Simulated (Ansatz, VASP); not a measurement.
One calculation of CaO, two programs

```
CELL_PARAMETERS angstrom
3.99198 0.00000 0.00000
-1.99599 3.45715 0.00000
0.00000 0.00000 4.78484
ATOMIC_POSITIONS crystal
Ca 0.33333 0.66667 0.75000
Ca 0.66667 0.33333 0.25000
O 0.33333 0.66667 0.25000
O 0.66667 0.33333 0.75000
```

Alike in both runs: task single point; functional PBEsol; k mesh 9 × 9 × 6; occupations gaussian, width 0.05 eV; no spin polarisation.

```csv
,VASP,Ansatz
version,VASP 6.6.1,Ansatz 0.2.0
potentials or method,"VASP PAW PBE potentials, release 64 (Ca_sv, O), cutoff 520 eV","scalar-relativistic, plane waves, PAW"
valence electrons in the cell,32,32
```

```tsv
	VASP	Ansatz	Ansatz less VASP
gap on the k mesh at the Fermi level (eV)	3.03	3.04	+0.012
least direct gap on the mesh (eV)	3.03	3.04	+0.012
pressure (GPa)	-1.9	-2.4	-0.48
traceless stress, the component that is largest in VASP (GPa)	-0.14	-0.17	-0.030
```

VASP's potentials were made for PBE, not for PBEsol. The functional is the same, so the differences come from potentials, cutoffs and numerics.
